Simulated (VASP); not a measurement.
# W (C2/m) in VASP: single point with PBE

Aim: the single point of W with PBE.

All numbers are computed with VASP 6.6.1; they aren't measurements. Logs are shortened: lines on timing, memory, paths and dates and some standing lists are left out, and cuts for length are marked.

### Step 1. The cell of the first run

Symmetry: C2/m, No. 12, monoclinic system. The conventional cell has a = 3.195 Å, b = 4.518 Å, c = 9.041 Å, α = 90.00°, β = 92.02°, γ = 90.00°. Within 3.4 Å of W (site symmetry m) lie 14 W at 2.60 to 3.21 Å. W (site symmetry m) has 14 W at 2.77 to 3.19 Å within 3.6 Å.

### Step 2. Single point, PBE (the part above a cut slid along it)

Input file INCAR:

```
ALGO = Fast ; EDIFF = 1E-6
ENCUT = 520 ; GGA = PE
ISIF = 2 ; ISMEAR = 0
LASPH = True ; LCHARG = True
LELF = True ; LREAL = False
LVHAR = True ; LWAVE = False
NBANDS = 36 ; NELM = 100
PREC = Accurate ; SIGMA = 0.15
```

Input file KPOINTS:

```
k-points
0
Gamma
  18 18 5
```

Input file POSCAR:

```
W
1.0
   -1.5973000000      1.5973000000     -1.5973000000
   -1.5973000000     -1.5973000000      1.5973000000
   -0.3194600000      6.3892000000      6.3892000000
W
4
Direct
   -0.0875000000     -0.0875000000      0.8750000000
    0.4875000000      0.4875000000      0.1250000000
   -0.0375000000     -0.0375000000      0.3750000000
    0.4375000000      0.4375000000      0.6250000000
```

Potentials or basis: VASP PAW PBE potentials, release 64 (W_sv).

Command:

```
$ cat potpaw_PBE.64/W_sv/POTCAR > POTCAR
$ mpirun -np 1 vasp_std > vasp.out
```

OUTCAR:

```text
EDIFF = 1E-6
   ENCUT = 520
   GGA = PE
   ISIF = 2
   ISMEAR = 0
   LASPH = True
   LREAL = False
   NELM = 100
   PREC = Accurate

 ion  position               nearest neighbor table
   1  0.913  0.913  0.875-   2 2.60   4 2.77   4 2.77   2 2.96   4 3.19   4 3.19   2 3.21   2 3.21

   2  0.487  0.487  0.125-   1 2.60   3 2.77   3 2.77   1 2.96   3 3.19   3 3.19   1 3.21   1 3.21

   3  0.962  0.962  0.375-   2 2.77   4 2.77   4 2.77   2 2.77   2 3.19   4 3.19   4 3.19   2 3.19

   4  0.438  0.438  0.625-   3 2.77   1 2.77   3 2.77   1 2.77   3 3.19   1 3.19   1 3.19   3 3.19

  LATTYP: Found a base centered monoclinic cell.
 ALAT       =     3.1946000000
 B/A-ratio  =     1.4142135624
 C/A-ratio  =     2.8301943396
 COS(beta)  =    -0.0353332627

  Lattice vectors:

 A1 = (   1.5973000000,  -1.5973000000,   1.5973000000)
 A2 = (   1.5973000000,   1.5973000000,  -1.5973000000)
 A3 = (  -0.3194600000,   6.3892000000,   6.3892000000)

Analysis of symmetry for initial positions (statically):
=====================================================================
 Subroutine PRICEL returns:
 Original cell was already a primitive cell.

 Routine SETGRP: Setting up the symmetry group for a
 base centered monoclinic supercell.

 Subroutine GETGRP returns: Found  4 space group operations
 (whereof  2 operations were pure point group operations)
 out of a pool of  4 trial point group operations.

The static configuration has the point symmetry C_1h.
 The point group associated with its full space group is C_2h.

Analysis of symmetry for dynamics (positions and initial velocities):
=====================================================================
 Subroutine PRICEL returns:
 Original cell was already a primitive cell.

 Routine SETGRP: Setting up the symmetry group for a
 base centered monoclinic supercell.

 Subroutine GETGRP returns: Found  4 space group operations
 (whereof  2 operations were pure point group operations)
 out of a pool of  4 trial point group operations.

The dynamic configuration has the point symmetry C_1h.
 The point group associated with its full space group is C_2h.

 Subroutine INISYM returns: Found  4 space group operations
 (whereof  2 operations are pure point group operations),
 and found     1 'primitive' translations

----------------------------------------------------------------------------------------

[... 91 lines left out ...]
   LNONCOLLINEAR =      F non collinear calculations
   LSORBIT =      F    spin-orbit coupling
   LASPH  =      T    aspherical Exc in radial PAW
   ENCUT  =  520.0 eV  38.22 Ry    6.18 a.u.   5.14  5.14 16.81*2*pi/ulx,y,z
   NELM   =    100;   NELMIN=  2; NELMDL= -5     # of ELM steps
   EDIFF  = 0.1E-05   stopping-criterion for ELM
   LREAL  =      F    real-space projection
   EDIFFG = 0.1E-04   stopping-criterion for IOM
   NSW    =      0    number of steps for IOM
   IBRION =     -1    ionic relax: 0-MD 1-quasi-New 2-CG
   NFREE  =      0    steps in history (QN), initial steepest desc. (CG)
   ISIF   =      2    stress and relaxation
   ISYM   =      2    0-nonsym 1-usesym 2-fastsym
   POTIM  = 0.5000    time-step for ionic-motion
   TEBEG  =    0.0;   TEEND  =   0.0 temperature during run
   PSTRESS=    0.0 pullay stress
   NELECT =      56.0000    total number of electrons
   NUPDOWN=      -1.0000    fix difference up-down
   EMIN   =  10.00;   EMAX   =-10.00  energy-range for DOS
   EFERMI =   0.00;   METHOD = LEGACY
   ISMEAR =     0;   SIGMA  =   0.15  broadening in eV -4-tet -1-fermi 0-gaus
   EFERMI_NEDOS =   21; number of points for ismear=-14 and -15
   IALGO  =     68    algorithm
   IMIX   =      4    mixing-type and parameters
     AMIX     =   0.40;   BMIX     =  1.00
     AMIX_MAG =   1.60;   BMIX_MAG =  1.00
  volume/ion in A,a.u.               =      16.30       110.01
  Fermi-wavevector in a.u.,A,eV,Ry     =   1.556125  2.940649 32.946829  2.421524
  Thomas-Fermi vector in A             =   2.659966
   LORBIT       =      0    0 simple, 1 ext, 2 COOP (PROOUT), +10 PAW based schemes
   GGA     = PE    functional components
   LHFCALC =     F    Hartree Fock is set to
   AEXX    =    0.0000 exact exchange contribution
   IVDW    =     0    specifies the selected vdW correction
   LEPSILON=     F    determine dielectric tensor
   LRPA    =     F    only Hartree local field effects (RPA)
 non-spin polarized calculation
 RMM-DIIS sequential band-by-band and
 Gauss-broadening in eV      SIGMA  =   0.15
  energy-cutoff  :      520.00
  volume of cell :       65.20
 maximum number of plane-waves:      1784
 NGX is ok and might be reduce to    24
   NGX = 11   NGY = 11   NGZ = 33

 number of electron      55.9999994 magnetization

 Free energy of the ion-electron system (eV)
  ---------------------------------------------------
  ext. energy  EPLUGINS =         0.00000000
  ---------------------------------------------------
  free energy    TOTEN  =       -51.66609041 eV

  energy without entropy =      -51.64290352  energy(sigma->0) =      -51.65449697

 E-fermi :  11.0379     XC(G=0): -13.4788

 val. band max:       11.0328888278   @ k =  -0.2778   0.2222   0.2000
 cond. band min:      11.0392818739   @ k =  -0.1667   0.1111   0.4000
 fundamental gap:      0.0063930460
 Fermi energy:        11.0378886814

 k-point     1 :       0.0000    0.0000    0.0000
  band No.  band energies     occupation
      1     -63.1749      2.00000
      2     -63.1159      2.00000
      3     -63.1098      2.00000
      4     -63.0477      2.00000
      5     -27.9860      2.00000
      6     -27.4264      2.00000
[... 925 lines left out ...]
     35      13.4757      0.00000
     36      13.7905      0.00000

 [... further k-points ...]
[... 5 lines left out ...]
  --------------------------------------------------------------------------------------
  -------------------------------------------------------------------------------------
  Total       -0.6923608     -0.5174457     -0.5174457      1.4519392      0.5506881      1.4519404
  in kB      -17.0123211    -12.7144013    -12.7144013     35.6762783     13.5312154     35.6763096
  external PRESSURE =     -14.1470412 kB  Pullay stress =       0.0000000 kB

 VOLUME and BASIS-vectors are now :
 -----------------------------------------------------------------------------
  energy-cutoff  :      520.00
  volume of cell :       65.20
      direct lattice vectors                 reciprocal lattice vectors
    -1.597300000  1.597300000 -1.597300000    -0.313028235  0.148688412 -0.164339823
    -1.597300000 -1.597300000  1.597300000    -0.313028235 -0.164339823  0.148688412
    -0.319460000  6.389200000  6.389200000     0.000000000  0.078257059  0.078257059

 POSITION                                       TOTAL-FORCE (eV/Angst)
 -----------------------------------------------------------------------------------
     -3.19460      5.59055      5.59055        -0.952042     -0.254731     -0.254731
     -1.59730      0.79865      0.79865         0.952042      0.254731      0.254731
     -3.19460      2.39595      2.39595         0.096375      0.069371      0.069371
     -1.59730      3.99325      3.99325        -0.096375     -0.069371     -0.069371
 -----------------------------------------------------------------------------------
    total drift:                                0.000002     -0.000001     -0.000001

  FREE ENERGIE OF THE ION-ELECTRON SYSTEM (eV)
  ---------------------------------------------------
  free  energy   TOTEN  =       -51.6660904107 eV

  energy  without entropy=      -51.6429035227  energy(sigma->0) =      -51.65449697
```

Run time: 7.2 min. Hardware: 1 thread of Intel Xeon 6975P-C (Granite Rapids), shared host; peak memory 0.73 GiB.

Results:

| Property | Result |
| --- | --- |
| Free energy | -51.6661 eV |
| Pressure | -1.4 GPa |
| Largest force | 1.018 eV/Å |
| Band gap on the k mesh | zero (bands 28 and 29 overlap by 2.81 eV) |

Forces in eV/Å, atoms in the order of the input:
```
W   -0.952 -0.255 -0.255
W    0.952  0.255  0.255
W    0.096  0.069  0.069
W   -0.096 -0.069 -0.069
```

Caveat: the cell differs from its parent crystal (the part above a cut slid along it); spin-orbit coupling is left out, which moves the levels of the heavy elements; forces of over 1 eV/Å act on the atoms, so gaps and moduli don't describe the material at rest.
